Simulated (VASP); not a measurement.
# Sb (Im-3m) in VASP: further runs

Runs on Sb. Level: PBE-based screened hybrid with 25 % exact exchange. Tasks: single point.

Program: VASP 6.6.1. These are calculated values, not measurements. Logs are shortened: lines on timing, memory, paths and dates and some standing lists are left out, and cuts for length are marked.

### Step 1. The cell of the first run

It takes space group Im-3m (No. 229, cubic). Conventional cell: a = 3.743 Å, b = 3.743 Å, c = 3.743 Å, α = 90.00°, β = 90.00°, γ = 90.00°. Sb (site symmetry m-3m) has 14 Sb at 3.24 to 3.74 Å within 4.3 Å.

This isn't the form of Sb at room conditions, which is rhombohedral.

### Step 2. Single point, PBE-based screened hybrid with 25 % exact exchange

Input file POSCAR:

```
Sb
1.0
   -1.8713408863      1.8713408863      1.8713408863
    1.8713408863     -1.8713408863      1.8713408863
    1.8713408863      1.8713408863     -1.8713408863
Sb
1
Direct
    0.0000000000      0.0000000000      0.0000000000
```

Input file INCAR.step1:

```
SYSTEM = Sb
PREC = Accurate
ENCUT = 520
EDIFF = 1E-5
ISMEAR = -1
SIGMA = 0.05
LREAL = .False.
LASPH = .True.
NELM = 100
ALGO = Normal
ISIF = 2
LWAVE = .True.
NBANDS = 8
GGA = PE
```

Input file INCAR.step2:

```
SYSTEM = Sb
PREC = Accurate
ENCUT = 520
EDIFF = 1E-7
ISMEAR = -1
SIGMA = 0.05
LREAL = .False.
LASPH = .True.
NELM = 100
ALGO = Normal
ISIF = 2
LWAVE = .False.
LCHARG = .True.
GGA = PE
LHFCALC = .True.
AEXX = 0.25
HFSCREEN = 0.1
PRECFOCK = Normal
LELF = .True.
LVHAR = .True.
NBANDS = 8
ISTART = 1
```

Input file KPOINTS:

```
Automatic mesh
0
Gamma
  5 5 5
  0 0 0
```

Potentials or basis: VASP PAW PBE potentials, release 64 (Sb).

On the command line:

```
> cat potpaw_PBE.64/Sb/POTCAR > POTCAR
> cp INCAR.step1 INCAR
> mpirun -np 1 vasp_std > vasp.out
> cp INCAR.step2 INCAR
> mpirun -np 1 vasp_std > vasp.out
```

OUTCAR:

```text
SYSTEM = Sb
   PREC = Accurate
   ENCUT = 520
   EDIFF = 1E-7
   ISMEAR = -1
   LREAL = .False.
   LASPH = .True.
   NELM = 100
   ISIF = 2
   GGA = PE
   LHFCALC = .True.
   AEXX = 0.25
   HFSCREEN = 0.1
   PRECFOCK = Normal
   ISTART = 1

 ion  position               nearest neighbor table
   1  0.000  0.000  0.000-

  LATTYP: Found a body centered cubic cell.
 ALAT       =     3.7426817726

  Lattice vectors:

 A1 = (  -1.8713408863,   1.8713408863,   1.8713408863)
 A2 = (   1.8713408863,  -1.8713408863,   1.8713408863)
 A3 = (   1.8713408863,   1.8713408863,  -1.8713408863)

Analysis of symmetry for initial positions (statically):
=====================================================================
 Subroutine PRICEL returns:
 Original cell was already a primitive cell.

 Routine SETGRP: Setting up the symmetry group for a
 body centered cubic supercell.

 Subroutine GETGRP returns: Found 48 space group operations
 (whereof 48 operations were pure point group operations)
 out of a pool of 48 trial point group operations.

The static configuration has the point symmetry O_h .

Analysis of symmetry for dynamics (positions and initial velocities):
=====================================================================
 Subroutine PRICEL returns:
 Original cell was already a primitive cell.

 Routine SETGRP: Setting up the symmetry group for a
 body centered cubic supercell.

 Subroutine GETGRP returns: Found 48 space group operations
 (whereof 48 operations were pure point group operations)
 out of a pool of 48 trial point group operations.

The dynamic configuration has the point symmetry O_h .

 Subroutine INISYM returns: Found 48 space group operations
 (whereof 48 operations are pure point group operations),
 and found     1 'primitive' translations

----------------------------------------------------------------------------------------

                                     Primitive cell

  volume of cell :      26.2131

  direct lattice vectors                    reciprocal lattice vectors
    -1.871340886  1.871340886  1.871340886     0.000000000  0.267188092  0.267188092
     1.871340886 -1.871340886  1.871340886     0.267188092  0.000000000  0.267188092
     1.871340886  1.871340886 -1.871340886     0.267188092  0.267188092  0.000000000

  length of vectors
     3.241257493  3.241257493  3.241257493     0.377861023  0.377861023  0.377861023

  position of ions in fractional coordinates (direct lattice)
     0.000000000  0.000000000  0.000000000

  ion indices of the primitive-cell ions
   primitive index   ion index
                 1           1

----------------------------------------------------------------------------------------

 KPOINTS: Automatic mesh

Automatic generation of k-mesh.
 Grid dimensions read from file:
 generate k-points for:    5    5    5

 Generating k-lattice:

  Cartesian coordinates                     Fractional coordinates (reciprocal lattice)
     0.000000000  0.053437618  0.053437618     0.200000000  0.000000000  0.000000000
     0.053437618  0.000000000  0.053437618     0.000000000  0.200000000  0.000000000
     0.053437618  0.053437618  0.000000000     0.000000000  0.000000000  0.200000000

  Length of vectors
     0.075572205  0.075572205  0.075572205

  Shift w.r.t. Gamma in fractional coordinates (k-lattice)
     0.000000000  0.000000000  0.000000000

 Subroutine IBZKPT returns following result:
 ===========================================

 Found     10 irreducible k-points:

 Following reciprocal coordinates:
            Coordinates               Weight
  0.000000  0.000000  0.000000      1.000000
  0.200000  0.000000  0.000000     12.000000
  0.400000  0.000000  0.000000     12.000000
  0.200000  0.200000  0.000000     24.000000
  0.400000  0.200000  0.000000     24.000000
  0.200000  0.200000  0.200000      8.000000
 -0.200000  0.200000  0.200000      6.000000
 -0.400000  0.400000  0.200000     24.000000
 -0.400000 -0.400000  0.200000      8.000000
 -0.400000  0.400000  0.400000      6.000000
   k-points           NKPTS =     10   k-points in BZ     NKDIM =    125   number of bands    NBANDS=      8
   number of dos      NEDOS =    301   number of ions     NIONS =      1
   total plane-waves  NPLWV =  13824
   dimension x,y,z NGX =    24 NGY =   24 NGZ =   24
   dimension x,y,z NGXF=    48 NGYF=   48 NGZF=   48
   ions per type =               1
   NGX,Y,Z   is equivalent  to a cutoff of  12.31, 12.31, 12.31 a.u.
   NGXF,Y,Z  is equivalent  to a cutoff of  24.62, 24.62, 24.62 a.u.
 SYSTEM =  Sb
   PREC   = accura    normal or accurate (medium, high low for compatibility)
   ISTART =      1    job   : 0-new  1-cont  2-samecut
   ICHARG =      0    charge: 1-file 2-atom 10-const
   ISPIN  =      1    spin polarized calculation?
   LNONCOLLINEAR =      F non collinear calculations
   LSORBIT =      F    spin-orbit coupling
   LASPH  =      T    aspherical Exc in radial PAW
   ENCUT  =  520.0 eV  38.22 Ry    6.18 a.u.   6.03  6.03  6.03*2*pi/ulx,y,z
   NELM   =    100;   NELMIN=  2; NELMDL=  0     # of ELM steps
   EDIFF  = 0.1E-06   stopping-criterion for ELM
   LREAL  =      F    real-space projection
   EDIFFG = 0.1E-05   stopping-criterion for IOM
   NSW    =      0    number of steps for IOM
   IBRION =     -1    ionic relax: 0-MD 1-quasi-New 2-CG
   NFREE  =      0    steps in history (QN), initial steepest desc. (CG)
   ISIF   =      2    stress and relaxation
   ISYM   =      3    0-nonsym 1-usesym 2-fastsym
   POTIM  = 0.5000    time-step for ionic-motion
   TEBEG  =    0.0;   TEEND  =   0.0 temperature during run
   PSTRESS=    0.0 pullay stress
   NELECT =       5.0000    total number of electrons
   NUPDOWN=      -1.0000    fix difference up-down
   EMIN   =  10.00;   EMAX   =-10.00  energy-range for DOS
   EFERMI =   0.00;   METHOD = LEGACY
   ISMEAR =    -1;   SIGMA  =   0.05  broadening in eV -4-tet -1-fermi 0-gaus
   EFERMI_NEDOS =   21; number of points for ismear=-14 and -15
   IALGO  =     38    algorithm
   IMIX   =      1    mixing-type and parameters
     AMIX     =   0.40;   BMIX     =  1.00
     AMIX_MAG =   1.60;   BMIX_MAG =  1.00
  volume/ion in A,a.u.               =      26.21       176.89
  Fermi-wavevector in a.u.,A,eV,Ry     =   0.942378  1.780837 12.083018  0.888077
  Thomas-Fermi vector in A             =   2.069982
   LORBIT       =      0    0 simple, 1 ext, 2 COOP (PROOUT), +10 PAW based schemes
   GGA     = PE    functional components
   LHFCALC =     T    Hartree Fock is set to
   PRECFOCK=normal    Normal, Fast or Accurate (Low or Medium for compatibility)
   ENCUT4O =  -1.0   cutoff for four orbital integrals eV
   NKREDX  =     1    reduce k-point grid by
   NKREDY  =     1    reduce k-point grid by
   NKREDZ  =     1    reduce k-point grid by
   AEXX    =    0.2500 exact exchange contribution
   HFSCREEN=    0.1000 screening length (either q_TF or 0.3 A-1)
   HFSCREENC=   0.1000 screening length for correlation (either q_TF or 0.3 A-1)
   ENCUTFOCK=  -1.0 apply spherical cutoff to Coloumb kernel
   IVDW    =     0    specifies the selected vdW correction
   LEPSILON=     F    determine dielectric tensor
   LRPA    =     F    only Hartree local field effects (RPA)
 non-spin polarized calculation
  energy-cutoff  :      520.00
  volume of cell :       26.21
 maximum number of plane-waves:       713
  NGX = 20; NGY = 20; NGZ = 20

 number of electron       4.9999999 magnetization

 Free energy of the ion-electron system (eV)
  ---------------------------------------------------
  ext. energy  EPLUGINS =         0.00000000
  ---------------------------------------------------
  free energy    TOTEN  =        -4.99680901 eV

  energy without entropy =       -4.98370025  energy(sigma->0) =       -4.99025463

 E-fermi :   8.7535     XC(G=0):  -8.4071

 val. band max:        8.6728530188   @ k =   0.2000   0.2000   0.0000
 cond. band min:       8.8891789424   @ k =  -0.4000   0.4000   0.2000
 fundamental gap:      0.2163259236
 Fermi energy:         8.7534587035

 k-point     1 :       0.0000    0.0000    0.0000
  band No.  band energies     occupation
      1      -6.1559      2.00000
      2      15.2757      0.00000
      3      15.2757      0.00000
      4      15.2757      0.00000
      5      20.1259      0.00000
      6      20.1259      0.00000
      7      20.1259      0.00000
      8      21.6335      0.00000

 k-point     2 :       0.2000    0.0000    0.0000
  band No.  band energies     occupation
      1      -5.2139      2.00000
      2      10.1387      0.00000
      3      13.0907      0.00000
      4      14.4853      0.00000
      5      17.6493      0.00000
      6      17.8715      0.00000
      7      20.8294      0.00000
      8      21.7128      0.00000

 k-point     3 :       0.4000    0.0000    0.0000
  band No.  band energies     occupation
      1      -2.5322      2.00000
      2       3.4673      2.00000
      3      11.0550      0.00000
      4      13.3435      0.00000
      5      16.0462      0.00000
      6      16.4317      0.00000
      7      22.7529      0.00000
      8      23.6678      0.00000

 k-point     4 :       0.2000    0.2000    0.0000
  band No.  band energies     occupation
      1      -3.3730      2.00000
      2       6.2836      2.00000
      3       8.6729      1.66741
      4      12.5242      0.00000
      5      17.8403      0.00000
      6      18.9198      0.00000
      7      21.9203      0.00000
      8      22.8862      0.00000

 k-point     5 :       0.4000    0.2000    0.0000
  band No.  band energies     occupation
      1      -0.8995      2.00000
      2       2.6253      2.00000
      3       6.8270      2.00000
      4      11.7602      0.00000
      5      17.5490      0.00000
      6      20.4688      0.00000
      7      22.2060      0.00000
      8      22.3957      0.00000

 k-point     6 :       0.2000    0.2000    0.2000
  band No.  band energies     occupation
      1      -1.0641      2.00000
      2       4.1704      2.00000
      3       6.8282      2.00000
      4       6.8282      2.00000
      5      22.9283      0.00000
      6      22.9283      0.00000
      7      24.6825      0.00000
      8      24.6825      0.00000

 k-point     7 :      -0.2000    0.2000    0.2000
  band No.  band energies     occupation
      1      -4.2748      2.00000
      2      10.1928      0.00000
      3      10.8992      0.00000
      4      10.8992      0.00000
      5      15.6108      0.00000
      6      21.0371      0.00000
      7      21.0371      0.00000
      8      21.3206      0.00000

 k-point     8 :      -0.4000    0.4000    0.2000
  band No.  band energies     occupation
      1      -1.6245      2.00000
      2       4.3988      2.00000
      3       8.8892      0.12426
      4      10.5220      0.00000
      5      15.8642      0.00000
      6      19.7596      0.00000
      7      19.7754      0.00000
      8      21.1795      0.00000

 k-point     9 :      -0.4000   -0.4000    0.2000
  band No.  band energies     occupation
      1       0.3281      2.00000
      2       4.5555      2.00000
      3       4.5555      2.00000
      4      11.4186      0.00000
      5      16.0123      0.00000
      6      16.0123      0.00000
      7      19.5368      0.00000
      8      26.0904      0.00000

 k-point    10 :      -0.4000    0.4000    0.4000
  band No.  band energies     occupation
      1       0.8408      2.00000
      2       6.3681      2.00000
      3       6.6810      2.00000
      4       6.6810      2.00000
      5      12.4244      0.00000
      6      14.6576      0.00000
      7      24.9216      0.00000
      8      25.5227      0.00000

------------------------ aborting loop because EDIFF is reached ----------------------------------------

  FORCE on cell =-STRESS in cart. coord.  units (eV):
  Direction    XX          YY          ZZ          XY          YZ          ZX
  --------------------------------------------------------------------------------------
  -------------------------------------------------------------------------------------
  Total       -0.5621330     -0.5621330     -0.5621330     -0.0000000      0.0000000      0.0000000
  in kB      -34.3582427    -34.3582427    -34.3582427     -0.0000000      0.0000000      0.0000000
  external PRESSURE =     -34.3582427 kB  Pullay stress =       0.0000000 kB

 VOLUME and BASIS-vectors are now :
 -----------------------------------------------------------------------------
  energy-cutoff  :      520.00
  volume of cell :       26.21
      direct lattice vectors                 reciprocal lattice vectors
    -1.871340886  1.871340886  1.871340886     0.000000000  0.267188092  0.267188092
     1.871340886 -1.871340886  1.871340886     0.267188092  0.000000000  0.267188092
     1.871340886  1.871340886 -1.871340886     0.267188092  0.267188092  0.000000000

 POSITION                                       TOTAL-FORCE (eV/Angst)
 -----------------------------------------------------------------------------------
      0.00000      0.00000      0.00000         0.000000     -0.000000      0.000000
 -----------------------------------------------------------------------------------
    total drift:                                0.000011     -0.000008     -0.000003

  FREE ENERGIE OF THE ION-ELECTRON SYSTEM (eV)
  ---------------------------------------------------
  free  energy   TOTEN  =        -4.9968090094 eV

  energy  without entropy=       -4.9837002462  energy(sigma->0) =       -4.99025463
```

It took 3.5 min on 1 thread of Intel Xeon 8259CL, shared host; peak memory 0.25 GiB.

What came out:

* Free energy: -4.9968 eV
* Pressure: -3.4 GPa
* Band gap on the k mesh: zero (an odd number of electrons rules out a gap without spin polarisation)

Caveat: the k points lie up to 0.47 Å⁻¹ apart, too coarse for converged energies and pressures of a metal; the PAW data sets were made with another functional, which shifts forces and pressure a little; spin-orbit coupling is left out, which moves the levels of the heavy elements.

### Step 3. Single point, PBE-based screened hybrid with 25 % exact exchange

POSCAR is that of step 2.

Input file INCAR.step1:

```
SYSTEM = Sb
PREC     = Accurate       ! precision mode
ENCUT    = 520            ! plane-wave cutoff, eV
EDIFF    = 1E-5           ! SCF threshold, eV
ISMEAR   = -1             ! smearing method
SIGMA    = 0.05           ! smearing width, eV
LREAL    = .FALSE.        ! projectors in reciprocal space
LASPH    = .TRUE.         ! aspherical terms in the spheres
NELM     = 80             ! most SCF steps
ALGO     = Normal         ! electronic algorithm
ISIF     = 2              ! what is computed and relaxed
LWAVE    = .TRUE.         ! write WAVECAR
LCHARG   = .FALSE.        ! write CHGCAR
NBANDS   = 8              ! bands
GGA      = PE             ! functional
```

Input file INCAR.step2:

```
SYSTEM = Sb
PREC     = Accurate       ! precision mode
ENCUT    = 520            ! plane-wave cutoff, eV
EDIFF    = 1E-6           ! SCF threshold, eV
ISMEAR   = -1             ! smearing method
SIGMA    = 0.05           ! smearing width, eV
LREAL    = .FALSE.        ! projectors in reciprocal space
LASPH    = .TRUE.         ! aspherical terms in the spheres
NELM     = 80             ! most SCF steps
ALGO     = Normal         ! electronic algorithm
ISIF     = 2              ! what is computed and relaxed
LWAVE    = .FALSE.        ! write WAVECAR
LCHARG   = .FALSE.        ! write CHGCAR
GGA      = PE             ! functional
LHFCALC  = .TRUE.         ! exact exchange
AEXX     = 0.25           ! exact-exchange fraction
HFSCREEN = 0.15           ! screening, 1/A
PRECFOCK = Normal       
NBANDS   = 8              ! bands
ISTART   = 1
```

Input file KPOINTS:

```
Automatic mesh
0
G
  5 5 5
  0 0 0
```

Potentials or basis: VASP PAW PBE potentials, release 64 (Sb).

On the command line:

```
> cat potpaw_PBE.64/Sb/POTCAR > POTCAR
> cp INCAR.step1 INCAR
> mpirun -np 1 vasp_std > vasp.out
> cp INCAR.step2 INCAR
> mpirun -np 1 vasp_std > vasp.out
```

It took 3.6 min on 1 thread of Intel Xeon 8259CL, shared host; peak memory 0.24 GiB.

It converged, with:

| Quantity | Value |
| --- | --- |
| Free energy | -4.8613 eV |
| Pressure | -2.0 GPa |
| Band gap on the k mesh | zero (an odd number of electrons rules out a gap without spin polarisation) |

Levels at points of the mesh, in eV from the Fermi level:
| k point | band 1 | band 2 | band 3 | band 4 | band 5 | band 6 |
| --- | --- | --- | --- | --- | --- | --- |
| (0.00, 0.00, 0.00) | -14.79 | 6.44 | 6.44 | 6.44 | 11.29 | 11.29 |

Caveat: the k points lie up to 0.47 Å⁻¹ apart, too coarse for converged energies and pressures of a metal; the PAW data sets were made with another functional, which shifts forces and pressure a little; spin-orbit coupling is left out, which moves the levels of the heavy elements.
